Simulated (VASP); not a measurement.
# PbF2 (Fluorocronite) (Fm-3m) in VASP: single point with PBE

Aim: the single point of PbF2 (Fluorocronite) with PBE.

All numbers are computed with VASP 6.6.1; they aren't measurements. Logs are shortened: lines on timing, memory, paths and dates and some standing lists are left out, and cuts for length are marked.

## Step 1: The cell of the first run

The structure is cubic, space group Fm-3m (No. 225). Conventional cell: a = 5.927 Å, b = 5.927 Å, c = 5.927 Å, α = 90.00°, β = 90.00°, γ = 90.00°. Within 3.4 Å of Pb (site symmetry m-3m) lie 8 F at 2.57 Å. F (site symmetry -43m) has 4 Pb at 2.57 Å and 6 F at 2.96 Å within 3.4 Å.

## Step 2: Single point, PBE

INCAR

```
SYSTEM = PbF2
PREC     = Accurate       ! precision mode
ENCUT    = 600            ! plane-wave cutoff, eV
EDIFF    = 1E-6           ! SCF threshold, eV
ISMEAR   = 0              ! smearing method
SIGMA    = 0.01           ! smearing width, eV
LREAL    = .False.        ! projectors in reciprocal space
LASPH    = .True.         ! aspherical terms in the spheres
NELM     = 120            ! most SCF steps
ALGO     = Normal         ! electronic algorithm
ISIF     = 2              ! what is computed and relaxed
LWAVE    = .False.        ! write WAVECAR
LCHARG   = .False.        ! write CHGCAR
GGA      = PE             ! functional
NBANDS   = 21             ! bands
GGA_COMPAT= .False.
```

KPOINTS

```
Automatic mesh
0
Gamma
  6 6 6
  0 0 0
```

POSCAR

```
PbF2
1.0
    0.0000000000      2.9636600000      2.9636600000
    2.9636600000      0.0000000000      2.9636600000
    2.9636600000      2.9636600000      0.0000000000
Pb F
1 2
Direct
    0.0000000000      0.0000000000      0.0000000000
    0.2500000000      0.2500000000      0.2500000000
    0.7500000000      0.7500000000      0.7500000000
```

Potentials or basis: VASP PAW PBE potentials, release 64 (Pb_d, F).

Run with:

```sh
$ cat potpaw_PBE.64/Pb_d/POTCAR potpaw_PBE.64/F/POTCAR > POTCAR
$ mpirun -np 1 vasp_std > vasp.out
```

OUTCAR:

```text
SYSTEM = PbF2
   PREC = Accurate
   ENCUT = 600
   EDIFF = 1E-6
   ISMEAR = 0
   LREAL = .False.
   LASPH = .True.
   NELM = 120
   ISIF = 2
   GGA = PE

 ion  position               nearest neighbor table
   1  0.000  0.000  0.000-   3 2.57   3 2.57   3 2.57   2 2.57   2 2.57   2 2.57   3 2.57   2 2.57

   2  0.250  0.250  0.250-   1 2.57   1 2.57   1 2.57   1 2.57
   3  0.750  0.750  0.750-   1 2.57   1 2.57   1 2.57   1 2.57

  LATTYP: Found a face centered cubic cell.
 ALAT       =     5.9273200000

  Lattice vectors:

 A1 = (   0.0000000000,   2.9636600000,   2.9636600000)
 A2 = (   2.9636600000,   0.0000000000,   2.9636600000)
 A3 = (   2.9636600000,   2.9636600000,   0.0000000000)

Analysis of symmetry for initial positions (statically):
=====================================================================
 Subroutine PRICEL returns:
 Original cell was already a primitive cell.

 Routine SETGRP: Setting up the symmetry group for a
 face centered cubic supercell.

 Subroutine GETGRP returns: Found 48 space group operations
 (whereof 48 operations were pure point group operations)
 out of a pool of 48 trial point group operations.

The static configuration has the point symmetry O_h .

Analysis of symmetry for dynamics (positions and initial velocities):
=====================================================================
 Subroutine PRICEL returns:
 Original cell was already a primitive cell.

 Routine SETGRP: Setting up the symmetry group for a
 face centered cubic supercell.

 Subroutine GETGRP returns: Found 48 space group operations
 (whereof 48 operations were pure point group operations)
 out of a pool of 48 trial point group operations.

The dynamic configuration has the point symmetry O_h .

 Subroutine INISYM returns: Found 48 space group operations
 (whereof 48 operations are pure point group operations),
 and found     1 'primitive' translations

----------------------------------------------------------------------------------------

                                     Primitive cell

  volume of cell :      52.0613

  direct lattice vectors                    reciprocal lattice vectors
     0.000000000  2.963660000  2.963660000    -0.168710311  0.168710311  0.168710311
     2.963660000  0.000000000  2.963660000     0.168710311 -0.168710311  0.168710311
     2.963660000  2.963660000  0.000000000     0.168710311  0.168710311 -0.168710311

  length of vectors
     4.191248166  4.191248166  4.191248166     0.292214830  0.292214830  0.292214830

  position of ions in fractional coordinates (direct lattice)
     0.000000000  0.000000000  0.000000000
     0.250000000  0.250000000  0.250000000
     0.750000000  0.750000000  0.750000000

  ion indices of the primitive-cell ions
   primitive index   ion index
                 1           1
                 2           2
                 3           3

----------------------------------------------------------------------------------------

 KPOINTS: Automatic mesh

Automatic generation of k-mesh.
 Grid dimensions read from file:
 generate k-points for:    6    6    6

 Generating k-lattice:

  Cartesian coordinates                     Fractional coordinates (reciprocal lattice)
    -0.028118385  0.028118385  0.028118385     0.166666667  0.000000000  0.000000000
     0.028118385 -0.028118385  0.028118385     0.000000000  0.166666667  0.000000000
     0.028118385  0.028118385 -0.028118385     0.000000000  0.000000000  0.166666667

  Length of vectors
     0.048702472  0.048702472  0.048702472

  Shift w.r.t. Gamma in fractional coordinates (k-lattice)
     0.000000000  0.000000000  0.000000000

 Subroutine IBZKPT returns following result:
 ===========================================

 Found     16 irreducible k-points:

 Following reciprocal coordinates:
            Coordinates               Weight
  0.000000  0.000000  0.000000      1.000000
  0.166667  0.000000  0.000000      8.000000
  0.333333  0.000000  0.000000      8.000000
  0.500000  0.000000  0.000000      4.000000
  0.166667  0.166667  0.000000      6.000000
  0.333333  0.166667  0.000000     24.000000
[... 8 lines left out ...]
 -0.333333  0.333333  0.166667     24.000000
 -0.333333  0.500000  0.166667     12.000000
   k-points           NKPTS =     16   k-points in BZ     NKDIM =     16   number of bands    NBANDS=     21
   number of dos      NEDOS =    301   number of ions     NIONS =      3
   total plane-waves  NPLWV =  46656
   dimension x,y,z NGX =    36 NGY =   36 NGZ =   36
   dimension x,y,z NGXF=    72 NGYF=   72 NGZF=   72
   ions per type =               1   2
   NGX,Y,Z   is equivalent  to a cutoff of  14.28, 14.28, 14.28 a.u.
   NGXF,Y,Z  is equivalent  to a cutoff of  28.56, 28.56, 28.56 a.u.
 SYSTEM =  PbF2
   PREC   = accura    normal or accurate (medium, high low for compatibility)
   ISTART =      0    job   : 0-new  1-cont  2-samecut
   ICHARG =      2    charge: 1-file 2-atom 10-const
   ISPIN  =      1    spin polarized calculation?
   LNONCOLLINEAR =      F non collinear calculations
   LSORBIT =      F    spin-orbit coupling
   LASPH  =      T    aspherical Exc in radial PAW
   ENCUT  =  600.0 eV  44.10 Ry    6.64 a.u.   8.37  8.37  8.37*2*pi/ulx,y,z
   NELM   =    120;   NELMIN=  2; NELMDL= -5     # of ELM steps
   EDIFF  = 0.1E-05   stopping-criterion for ELM
   LREAL  =      F    real-space projection
   EDIFFG = 0.1E-04   stopping-criterion for IOM
   NSW    =      0    number of steps for IOM
   IBRION =     -1    ionic relax: 0-MD 1-quasi-New 2-CG
   NFREE  =      0    steps in history (QN), initial steepest desc. (CG)
   ISIF   =      2    stress and relaxation
   ISYM   =      2    0-nonsym 1-usesym 2-fastsym
   POTIM  = 0.5000    time-step for ionic-motion
   TEBEG  =    0.0;   TEEND  =   0.0 temperature during run
   PSTRESS=    0.0 pullay stress
   NELECT =      28.0000    total number of electrons
   NUPDOWN=      -1.0000    fix difference up-down
   EMIN   =  10.00;   EMAX   =-10.00  energy-range for DOS
   EFERMI =   0.00;   METHOD = LEGACY
   ISMEAR =     0;   SIGMA  =   0.01  broadening in eV -4-tet -1-fermi 0-gaus
   EFERMI_NEDOS =   21; number of points for ismear=-14 and -15
   IALGO  =     38    algorithm
   IMIX   =      4    mixing-type and parameters
     AMIX     =   0.40;   BMIX     =  1.00
     AMIX_MAG =   1.60;   BMIX_MAG =  1.00
  volume/ion in A,a.u.               =      17.35       117.11
  Fermi-wavevector in a.u.,A,eV,Ry     =   1.331340  2.515869 24.115883  1.772467
  Thomas-Fermi vector in A             =   2.460359
   LORBIT       =      0    0 simple, 1 ext, 2 COOP (PROOUT), +10 PAW based schemes
   GGA     = PE    functional components
   LHFCALC =     F    Hartree Fock is set to
   AEXX    =    0.0000 exact exchange contribution
   IVDW    =     0    specifies the selected vdW correction
   LEPSILON=     F    determine dielectric tensor
   LRPA    =     F    only Hartree local field effects (RPA)
 non-spin polarized calculation
 Gauss-broadening in eV      SIGMA  =   0.01
  energy-cutoff  :      600.00
  volume of cell :       52.06
 maximum number of plane-waves:      1807
 NGX is ok and might be reduce to    36
   NGX = 17   NGY = 17   NGZ = 17

 number of electron      28.0000008 magnetization

 Free energy of the ion-electron system (eV)
  ---------------------------------------------------
  ext. energy  EPLUGINS =         0.00000000
  ---------------------------------------------------
  free energy    TOTEN  =       -14.33741495 eV

  energy without entropy =      -14.33741495  energy(sigma->0) =      -14.33741495

 E-fermi :   1.9671     XC(G=0):  -9.4061

 val. band max:        1.8654670898   @ k =  -0.3333   0.3333   0.1667
 cond. band min:       6.3047774464   @ k =   0.5000   0.5000   0.0000
 fundamental gap:      4.4393103566
 Fermi energy:         1.9670672527

 k-point     1 :       0.0000    0.0000    0.0000
  band No.  band energies     occupation
      1     -19.2100      2.00000
      2     -18.5908      2.00000
      3     -12.5487      2.00000
      4     -12.5487      2.00000
      5     -12.5487      2.00000
      6     -12.4922      2.00000
[... 13 lines left out ...]
     20      17.0387      0.00000
     21      19.3932      0.00000

 k-point     2 :       0.1667    0.0000    0.0000
  band No.  band energies     occupation
      1     -19.1581      2.00000
      2     -18.6377      2.00000
      3     -12.5388      2.00000
      4     -12.5388      2.00000
      5     -12.4943      2.00000
      6     -12.4913      2.00000
[... 13 lines left out ...]
     20      16.4063      0.00000
     21      18.4106      0.00000

 k-point     3 :       0.3333    0.0000    0.0000
  band No.  band energies     occupation
      1     -19.0342      2.00000
      2     -18.7482      2.00000
      3     -12.5314      2.00000
      4     -12.5314      2.00000
      5     -12.4768      2.00000
      6     -12.4768      2.00000
[... 13 lines left out ...]
     20      15.8031      0.00000
     21      16.8277      0.00000

 k-point     4 :       0.5000    0.0000    0.0000
  band No.  band energies     occupation
      1     -18.9233      2.00000
      2     -18.8506      2.00000
      3     -12.5327      2.00000
      4     -12.5327      2.00000
      5     -12.4644      2.00000
      6     -12.4644      2.00000
[... 13 lines left out ...]
     20      15.6358      0.00000
     21      16.1371      0.00000

 k-point     5 :       0.1667    0.1667    0.0000
  band No.  band energies     occupation
      1     -19.1425      2.00000
      2     -18.6511      2.00000
      3     -12.5274      2.00000
      4     -12.5274      2.00000
      5     -12.5003      2.00000
      6     -12.4880      2.00000
[... 13 lines left out ...]
     20      17.2925      0.00000
     21      18.4219      0.00000
[... 190 lines left out ...]
     20      18.5815      0.00000
     21      19.1929      0.00000

 k-point    14 :       0.5000    0.3333    0.1667
  band No.  band energies     occupation
      1     -18.9656      2.00000
      2     -18.8023      2.00000
      3     -12.5133      2.00000
      4     -12.4891      2.00000
      5     -12.4875      2.00000
      6     -12.4433      2.00000
[... 13 lines left out ...]
     20      17.7922      0.00000
     21      18.5972      0.00000

 k-point    15 :      -0.3333    0.3333    0.1667
  band No.  band energies     occupation
      1     -18.8892      2.00000
      2     -18.8710      2.00000
      3     -12.5118      2.00000
      4     -12.4923      2.00000
      5     -12.4689      2.00000
      6     -12.4162      2.00000
[... 13 lines left out ...]
     20      18.4243      0.00000
     21      18.4613      0.00000

 k-point    16 :      -0.3333    0.5000    0.1667
  band No.  band energies     occupation
      1     -18.9045      2.00000
      2     -18.8508      2.00000
      3     -12.5178      2.00000
      4     -12.4777      2.00000
      5     -12.4608      2.00000
      6     -12.4271      2.00000
[... 13 lines left out ...]
     20      17.2340      0.00000
     21      18.5195      0.00000

------------------------ aborting loop because EDIFF is reached ----------------------------------------

  FORCE on cell =-STRESS in cart. coord.  units (eV):
  Direction    XX          YY          ZZ          XY          YZ          ZX
  --------------------------------------------------------------------------------------
  -------------------------------------------------------------------------------------
  Total        0.7918446      0.7918446      0.7918446     -0.0000000     -0.0000000      0.0000000
  in kB       24.3688711     24.3688711     24.3688711     -0.0000000     -0.0000000      0.0000000
  external PRESSURE =      24.3688711 kB  Pullay stress =       0.0000000 kB

 VOLUME and BASIS-vectors are now :
 -----------------------------------------------------------------------------
  energy-cutoff  :      600.00
  volume of cell :       52.06
      direct lattice vectors                 reciprocal lattice vectors
     0.000000000  2.963660000  2.963660000    -0.168710311  0.168710311  0.168710311
     2.963660000  0.000000000  2.963660000     0.168710311 -0.168710311  0.168710311
     2.963660000  2.963660000  0.000000000     0.168710311  0.168710311 -0.168710311

 POSITION                                       TOTAL-FORCE (eV/Angst)
 -----------------------------------------------------------------------------------
      0.00000      0.00000      0.00000        -0.000000      0.000000      0.000000
      1.48183      1.48183      1.48183        -0.000000     -0.000000     -0.000000
      4.44549      4.44549      4.44549         0.000000      0.000000      0.000000
 -----------------------------------------------------------------------------------
    total drift:                                0.000000      0.000000      0.000000

  FREE ENERGIE OF THE ION-ELECTRON SYSTEM (eV)
  ---------------------------------------------------
  free  energy   TOTEN  =       -14.3374149539 eV

  energy  without entropy=      -14.3374149539  energy(sigma->0) =      -14.33741495
```

Run time: 42 s. Hardware: 1 thread of Intel Xeon 8259CL, shared host; peak memory 0.2 GiB.

What came out:

```yaml
Free_energy: -14.3374 eV
Pressure: 2.4 GPa
Band_gap_on_the_k_mesh: 4.44 eV, indirect (least direct gap 4.56 eV)
```

Levels at points of the mesh, in eV from the valence-band top:
```
           k point  band 10  band 11  band 12  band 13  band 14  band 15  band 16  band 17  band 18  band 19
(0.00, 0.00, 0.00)    -2.45    -2.45    -1.96    -1.96    -1.96     6.80     6.80     6.80    10.67    15.17
(0.50, 0.00, 0.00)    -2.66    -2.66    -2.12    -2.12    -0.01     5.05     7.69     7.69    13.24    13.77
(0.50, 0.50, 0.00)    -3.53    -1.53    -1.53    -1.53    -0.12     4.44     7.92     7.92     8.98    14.22
```

Caveat: spin-orbit coupling is left out, which moves the levels of the heavy elements. Expect the measured gap to be larger: semilocal functionals such as PBE lack the derivative discontinuity.
